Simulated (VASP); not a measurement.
# C in VASP: notebook

C is run at these levels: PBE; tasks: single point.

Program: VASP 6.6.1. These are calculated values, not measurements. Logs are shortened: lines on timing, memory, paths and dates and some standing lists are left out, and cuts for length are marked.

## 1. The cell of the first run

It takes space group P6/mmm (No. 191, hexagonal). Conventional cell: a = 2.467 Å, b = 2.467 Å, c = 4.044 Å, α = 90.00°, β = 90.00°, γ = 120.00°. Within 1.9 Å of C (site symmetry -6m2) lie 3 C at 1.42 Å.

The cell was built from a structure type or drawn by symmetry, and may not be a known phase.

## 2. Single point, PBE, collinear spin

Contents of INCAR:

```
SYSTEM = C
PREC     = Accurate       ! precision mode
ENCUT    = 520            ! plane-wave cutoff, eV
EDIFF    = 1E-6           ! SCF threshold, eV
ISMEAR   = 0              ! smearing method
SIGMA    = 0.1            ! smearing width, eV
LREAL    = .False.        ! projectors in reciprocal space
LASPH    = .True.         ! aspherical terms in the spheres
NELM     = 150            ! most SCF steps
ALGO     = Normal         ! electronic algorithm
ISIF     = 2              ! what is computed and relaxed
LWAVE    = .False.        ! write WAVECAR
LCHARG   = .False.        ! write CHGCAR
ISPIN    = 2              ! spin polarisation
MAGMOM   = 1 1            ! initial moments
LORBIT   = 11             ! projections on sites
GGA      = PE             ! functional
NBANDS   = 15             ! bands
```

Contents of KPOINTS:

```
Automatic mesh
0
Gamma
  12 12 4
  0 0 0
```

Contents of POSCAR:

```
C
1.0
    2.4666633199      0.0000000000      0.0000000000
   -1.2333316599      2.1361930976      0.0000000000
    0.0000000000      0.0000000000      4.0437828786
C
2
Direct
    0.3333333333      0.6666666667      0.5000000000
    0.6666666667      0.3333333333      0.5000000000
```

Potentials or basis: VASP PAW PBE potentials, release 64 (C).

Run with:

```console
cat potpaw_PBE.64/C/POTCAR > POTCAR
mpirun -np 1 vasp_std > vasp.out
```

OUTCAR:

```text
SYSTEM = C
   PREC = Accurate
   ENCUT = 520
   EDIFF = 1E-6
   ISMEAR = 0
   LREAL = .False.
   LASPH = .True.
   NELM = 150
   ISIF = 2
   ISPIN = 2
   LORBIT = 11
   GGA = PE

 ion  position               nearest neighbor table
   1  0.333  0.667  0.500-   2 1.42   2 1.42   2 1.42
   2  0.667  0.333  0.500-   1 1.42   1 1.42   1 1.42

  LATTYP: Found a hexagonal cell.
 ALAT       =     2.4666633199
 C/A-ratio  =     1.6393736616

  Lattice vectors:

 A1 = (   2.4666633199,   0.0000000000,   0.0000000000)
 A2 = (  -1.2333316599,   2.1361930976,   0.0000000000)
 A3 = (   0.0000000000,   0.0000000000,   4.0437828786)

Analysis of symmetry for initial positions (statically):
=====================================================================
 Subroutine PRICEL returns:
 Original cell was already a primitive cell.

 Routine SETGRP: Setting up the symmetry group for a
 hexagonal supercell.

 Subroutine GETGRP returns: Found 24 space group operations
 (whereof 24 operations were pure point group operations)
 out of a pool of 24 trial point group operations.

The static configuration has the point symmetry D_6h.

Analysis of symmetry for dynamics (positions and initial velocities):
=====================================================================
 Subroutine PRICEL returns:
 Original cell was already a primitive cell.

 Routine SETGRP: Setting up the symmetry group for a
 hexagonal supercell.

 Subroutine GETGRP returns: Found 24 space group operations
 (whereof 24 operations were pure point group operations)
 out of a pool of 24 trial point group operations.

The dynamic configuration has the point symmetry D_6h.

Analysis of structural, dynamic, and magnetic symmetry:
=====================================================================
 Subroutine PRICEL returns:
 Original cell was already a primitive cell.

 Routine SETGRP: Setting up the symmetry group for a
 hexagonal supercell.

 Subroutine GETGRP returns: Found 24 space group operations
 (whereof 24 operations were pure point group operations)
 out of a pool of 24 trial point group operations.

The overall configuration has the point symmetry D_6h.

 Subroutine INISYM returns: Found 24 space group operations
 (whereof 24 operations are pure point group operations),
 and found     1 'primitive' translations

----------------------------------------------------------------------------------------

                                     Primitive cell

  volume of cell :      21.3078

  direct lattice vectors                    reciprocal lattice vectors
     2.466663320  0.000000000  0.000000000     0.405405955  0.234061238  0.000000000
    -1.233331660  2.136193098  0.000000000     0.000000000  0.468122475  0.000000000
     0.000000000  0.000000000  4.043782879     0.000000000  0.000000000  0.247293198

  length of vectors
     2.466663320  2.466663320  4.043782879     0.468122475  0.468122475  0.247293198

  position of ions in fractional coordinates (direct lattice)
     0.333333333  0.666666667  0.500000000
     0.666666667  0.333333333  0.500000000

  ion indices of the primitive-cell ions
   primitive index   ion index
                 1           1
                 2           2

----------------------------------------------------------------------------------------

 KPOINTS: Automatic mesh

Automatic generation of k-mesh.
 Grid dimensions read from file:
 generate k-points for:   12   12    4

 Generating k-lattice:

  Cartesian coordinates                     Fractional coordinates (reciprocal lattice)
     0.033783830  0.019505103  0.000000000     0.083333333  0.000000000  0.000000000
     0.000000000  0.039010206  0.000000000     0.000000000  0.083333333  0.000000000
     0.000000000  0.000000000  0.061823299     0.000000000  0.000000000  0.250000000

  Length of vectors
     0.039010206  0.039010206  0.061823299

  Shift w.r.t. Gamma in fractional coordinates (k-lattice)
     0.000000000  0.000000000  0.000000000

 Subroutine IBZKPT returns following result:
[... 37 lines left out ...]
   NGX,Y,Z   is equivalent  to a cutoff of  12.13, 12.13, 12.33 a.u.
   NGXF,Y,Z  is equivalent  to a cutoff of  24.26, 24.26, 24.67 a.u.
 SYSTEM =  C
   PREC   = accura    normal or accurate (medium, high low for compatibility)
   ISTART =      0    job   : 0-new  1-cont  2-samecut
   ICHARG =      2    charge: 1-file 2-atom 10-const
   ISPIN  =      2    spin polarized calculation?
   LNONCOLLINEAR =      F non collinear calculations
   LSORBIT =      F    spin-orbit coupling
   LASPH  =      T    aspherical Exc in radial PAW
   ENCUT  =  520.0 eV  38.22 Ry    6.18 a.u.   4.59  4.59  7.52*2*pi/ulx,y,z
   NELM   =    150;   NELMIN=  2; NELMDL= -5     # of ELM steps
   EDIFF  = 0.1E-05   stopping-criterion for ELM
   LREAL  =      F    real-space projection
   EDIFFG = 0.1E-04   stopping-criterion for IOM
   NSW    =      0    number of steps for IOM
   IBRION =     -1    ionic relax: 0-MD 1-quasi-New 2-CG
   NFREE  =      0    steps in history (QN), initial steepest desc. (CG)
   ISIF   =      2    stress and relaxation
   ISYM   =      2    0-nonsym 1-usesym 2-fastsym
   POTIM  = 0.5000    time-step for ionic-motion
   TEBEG  =    0.0;   TEEND  =   0.0 temperature during run
   PSTRESS=    0.0 pullay stress
   NELECT =       8.0000    total number of electrons
   NUPDOWN=      -1.0000    fix difference up-down
   EMIN   =  10.00;   EMAX   =-10.00  energy-range for DOS
   EFERMI =   0.00;   METHOD = LEGACY
   ISMEAR =     0;   SIGMA  =   0.10  broadening in eV -4-tet -1-fermi 0-gaus
   EFERMI_NEDOS =   21; number of points for ismear=-14 and -15
   IALGO  =     38    algorithm
   IMIX   =      4    mixing-type and parameters
     AMIX     =   0.40;   BMIX     =  1.00
     AMIX_MAG =   1.60;   BMIX_MAG =  1.00
  volume/ion in A,a.u.               =      10.65        71.90
  Fermi-wavevector in a.u.,A,eV,Ry     =   1.181024  2.231812 18.977650  1.394818
  Thomas-Fermi vector in A             =   2.317305
   LORBIT       =     11    0 simple, 1 ext, 2 COOP (PROOUT), +10 PAW based schemes
   GGA     = PE    functional components
   LHFCALC =     F    Hartree Fock is set to
   AEXX    =    0.0000 exact exchange contribution
   IVDW    =     0    specifies the selected vdW correction
   LEPSILON=     F    determine dielectric tensor
   LRPA    =     F    only Hartree local field effects (RPA)
 spin polarized calculation
 Gauss-broadening in eV      SIGMA  =   0.10
  energy-cutoff  :      520.00
  volume of cell :       21.31
 maximum number of plane-waves:       588
   NGX =  9   NGY =  9   NGZ = 15

 number of electron       7.9999997 magnetization       0.0000637

 number of electron       7.9999997 magnetization      -0.0000756

 Free energy of the ion-electron system (eV)
  ---------------------------------------------------
  ext. energy  EPLUGINS =         0.00000000
  ---------------------------------------------------
  free energy    TOTEN  =       -18.44613783 eV

  energy without entropy =      -18.44533768  energy(sigma->0) =      -18.44573776

 E-fermi :   3.1725     XC(G=0):  -9.0541

 val. band max:        3.1723950726   @ k =   0.3333   0.3333   0.2500
 cond. band min:       3.3752449005   @ k =   0.3333   0.3333   0.0000
 fundamental gap:      0.2028498278
 Fermi energy:         3.1724748407

 spin component 1

 k-point     1 :       0.0000    0.0000    0.0000
  band No.  band energies     occupation
      1     -16.3674      1.00000
      2      -4.0830      1.00000
      3       0.1309      1.00000
      4       0.1309      1.00000
      5       6.4285      0.00000
      6      11.4707      0.00000
      7      11.4707      0.00000
      8      14.6313      0.00000
      9      15.6106      0.00000
     10      21.8134      0.00000
     11      25.5272      0.00000
     12      30.2665      0.00000
     13      32.0883      0.00000
     14      32.0883      0.00000
[... 403 lines left out ...]
      4      -1.4504      1.00000
      5       8.0713      0.00000
      6      10.7903      0.00000
      7      11.2971      0.00000
      8      18.7096      0.00000
      9      19.3853      0.00000
     10      20.0367      0.00000
     11      22.4701      0.00000
     12      25.5686      0.00000
     13      26.5620      0.00000
     14      29.7088      0.00000
     15      33.1029      0.00000

 [... further k-points ...]

 spin component 2

 k-point     1 :       0.0000    0.0000    0.0000
  band No.  band energies     occupation
      1     -16.3675      1.00000
      2      -4.0831      1.00000
      3       0.1309      1.00000
      4       0.1309      1.00000
      5       6.4286      0.00000
      6      11.4706      0.00000
      7      11.4706      0.00000
      8      14.6313      0.00000
      9      15.6105      0.00000
     10      21.8134      0.00000
     11      25.5271      0.00000
     12      30.2666      0.00000
     13      32.0882      0.00000
     14      32.0882      0.00000
[... 403 lines left out ...]
      4      -1.4504      1.00000
      5       8.0713      0.00000
      6      10.7903      0.00000
      7      11.2972      0.00000
      8      18.7096      0.00000
      9      19.3853      0.00000
     10      20.0367      0.00000
     11      22.4702      0.00000
     12      25.5686      0.00000
     13      26.5620      0.00000
     14      29.7088      0.00000
     15      33.1030      0.00000

 [... further k-points ...]

------------------------ aborting loop because EDIFF is reached ----------------------------------------

  FORCE on cell =-STRESS in cart. coord.  units (eV):
  Direction    XX          YY          ZZ          XY          YZ          ZX
  --------------------------------------------------------------------------------------
  -------------------------------------------------------------------------------------
  Total        0.0684133      0.0684133      0.0400248      0.0000000     -0.0000000      0.0000000
  in kB        5.1441430      5.1441430      3.0095477      0.0000000     -0.0000000      0.0000000
  external PRESSURE =       4.4326112 kB  Pullay stress =       0.0000000 kB

 VOLUME and BASIS-vectors are now :
 -----------------------------------------------------------------------------
  energy-cutoff  :      520.00
  volume of cell :       21.31
      direct lattice vectors                 reciprocal lattice vectors
     2.466663320  0.000000000  0.000000000     0.405405955  0.234061238  0.000000000
    -1.233331660  2.136193098  0.000000000     0.000000000  0.468122475  0.000000000
     0.000000000  0.000000000  4.043782879     0.000000000  0.000000000  0.247293198

 POSITION                                       TOTAL-FORCE (eV/Angst)
 -----------------------------------------------------------------------------------
     -0.00000      1.42413      2.02189         0.000000      0.000000      0.000000
      1.23333      0.71206      2.02189        -0.000000     -0.000000      0.000000
 -----------------------------------------------------------------------------------
    total drift:                                0.000000     -0.000000     -0.000000

  FREE ENERGIE OF THE ION-ELECTRON SYSTEM (eV)
  ---------------------------------------------------
  free  energy   TOTEN  =       -18.4461378348 eV

  energy  without entropy=      -18.4453376778  energy(sigma->0) =      -18.44573776

 total charge

# of ion       s       p       d       tot
------------------------------------------
    1        0.863   1.786   0.000   2.648
    2        0.863   1.786   0.000   2.648
--------------------------------------------------
tot          1.725   3.571   0.000   5.296

 magnetization (x)

# of ion       s       p       d       tot
------------------------------------------
    1       -0.000  -0.000   0.000  -0.000
    2       -0.000  -0.000   0.000  -0.000
--------------------------------------------------
tot         -0.000  -0.000   0.000  -0.000
```

Wall time 15 s (1 thread of Intel Xeon 6975P-C (Granite Rapids), shared host); peak memory 0.14 GiB.

What came out:

```
Free energy                                           : -18.4461 eV
Pressure                                              : 0.4 GPa
Band gap on the k mesh                                : zero (filled and empty bands overlap)
Net moment                                            : 0.00 μB per cell
Valence electrons inside the program's atomic spheres : C 2.65
```

Caveat: the k points lie up to 0.39 Å⁻¹ apart; this functional lacks dispersion, which binds the layers, so the pressure and a relaxed spacing across them are unreliable.

## 3. Single point, PBE

This run uses another cell than the first one: it holds 8 atoms, not 2.

Contents of INCAR:

```
  PREC = Accurate
  ENCUT = 520
  EDIFF = 1E-7
  ISMEAR = 0
  SIGMA = 0.1
  LREAL = False
  LASPH = True
  NELM = 100
  ALGO = Normal
  ISIF = 2
  LWAVE = False
  LCHARG = False
  GGA = PE
  NBANDS = 26
```

Contents of KPOINTS:

```
Automatic mesh
0
Gamma
  6 6 4
```

Contents of POSCAR:

```
C
1.0
    4.0437828786     -2.4657041078      0.0000000000
    4.0437828786      2.4657041078      0.0000000000
    0.0000000000      0.0000000000      4.2751546281
C
8
Direct
    0.7500000000      0.7500000000      0.8331428281
    0.7500000000      0.7500000000      0.1668571719
    0.2500000000      0.2500000000      0.8331428281
    0.2500000000      0.2500000000      0.1668571719
    0.9999997850      0.4999997850      0.3331412770
    0.0000002150      0.5000002150      0.6668587230
    0.5000002150      0.0000002150      0.3331412770
    0.4999997850      0.9999997850      0.6668587230
```

Potentials or basis: VASP PAW PBE potentials, release 64 (C).

Run with:

```console
cat potpaw_PBE.64/C/POTCAR > POTCAR
mpirun -np 1 vasp_std > vasp.out
```

OUTCAR:

```text
PREC = Accurate
   ENCUT = 520
   EDIFF = 1E-7
   ISMEAR = 0
   LREAL = False
   LASPH = True
   NELM = 100
   ISIF = 2
   GGA = PE

 ion  position               nearest neighbor table
   1  0.750  0.750  0.833-   6 1.42   8 1.42   2 1.43
   2  0.750  0.750  0.167-   5 1.42   7 1.42   1 1.43
   3  0.250  0.250  0.833-   6 1.42   8 1.42   4 1.43
   4  0.250  0.250  0.167-   5 1.42   7 1.42   3 1.43
[... 924 lines left out ...]
  -------------------------------------------------------------------------------------
  Total        0.0898097      0.3010552      0.3008251      0.0000000      0.0000000      0.0000000
  in kB        1.6878095      5.6577805      5.6534571      0.0000000      0.0000000      0.0000000
  external PRESSURE =       4.3330157 kB  Pullay stress =       0.0000000 kB

 VOLUME and BASIS-vectors are now :
 -----------------------------------------------------------------------------
  energy-cutoff  :      520.00
  volume of cell :       85.25
      direct lattice vectors                 reciprocal lattice vectors
     4.043782879 -2.465704108  0.000000000     0.123646599 -0.202781834  0.000000000
     4.043782879  2.465704108  0.000000000     0.123646599  0.202781834  0.000000000
     0.000000000  0.000000000  4.275154628     0.000000000  0.000000000  0.233909668

 POSITION                                       TOTAL-FORCE (eV/Angst)
 -----------------------------------------------------------------------------------
      6.06567      0.00000      3.56181        -0.000000      0.000000      0.000046
      6.06567      0.00000      0.71334        -0.000000      0.000000     -0.000046
      2.02189      0.00000      3.56181        -0.000000      0.000000      0.000046
      2.02189      0.00000      0.71334        -0.000000      0.000000     -0.000046
      6.06567     -1.23285      1.42423         0.000000     -0.000000      0.000046
      2.02189      1.23285      2.85092         0.000000     -0.000000     -0.000046
      2.02189     -1.23285      1.42423         0.000000      0.000000      0.000046
      6.06567      1.23285      2.85092         0.000000      0.000000     -0.000046
 -----------------------------------------------------------------------------------
    total drift:                                0.000000     -0.000000     -0.000000

  FREE ENERGIE OF THE ION-ELECTRON SYSTEM (eV)
  ---------------------------------------------------
  free  energy   TOTEN  =       -73.7404735170 eV

  energy  without entropy=      -73.7379535360  energy(sigma->0) =      -73.73921353
```

stdout:

```text
POSCAR found type information on POSCAR C
 POSCAR found :  1 types and       8 ions
 scaLAPACK will be used
 LDA part: xc-table for (Slater+PW92), standard interpolation
 POSCAR, INCAR and KPOINTS ok, starting setup
 FFT: planning ... GRIDC
 FFT: planning ... GRID_SOFT
 FFT: planning ... GRID
 WAVECAR not read
 entering main loop
```

Run time: 33 s. Hardware: 1 thread of Intel Xeon 6975P-C (Granite Rapids), shared host; peak memory 0.21 GiB.

Results:

```yaml
Free_energy: -73.7405 eV
Pressure: 0.4 GPa
Band_gap_on_the_k_mesh: zero (bands 16 and 17 overlap by 0.36 eV)
```

Stress tensor (GPa, compression positive):
```
0.17 0.00 0.00
0.00 0.57 0.00
0.00 0.00 0.57
```

Levels at points of the mesh, in eV from the Fermi level:
```tsv
k point	band 12	band 13	band 14	band 15	band 16	band 17	band 18	band 19	band 20	band 21
(0.00, 0.00, 0.00)	-3.06	-3.02	-2.97	-2.97	-2.16	2.02	2.63	2.63	3.26	7.34
(0.50, 0.00, 0.00)	-6.24	-5.13	-5.13	-1.04	-1.04	0.96	0.96	6.12	6.12	8.19
(0.50, 0.50, 0.00)	-3.06	-3.02	-2.59	-2.46	-2.46	1.39	2.97	2.97	7.08	7.42
(0.00, 0.00, 0.50)	-5.56	-5.06	-5.06	-2.56	-2.56	1.36	1.36	5.16	5.16	7.38
(0.50, 0.00, 0.50)	-6.66	-4.65	-4.65	-4.65	-4.65	5.19	5.19	5.19	5.19	7.91
(0.50, 0.50, 0.50)	-6.19	-5.05	-5.05	-2.13	-2.13	1.99	1.99	7.05	7.05	7.30
```

Caveat: the k points lie up to 0.37 Å⁻¹ apart; this functional lacks dispersion, which binds the layers, so the pressure and a relaxed spacing across them are unreliable.
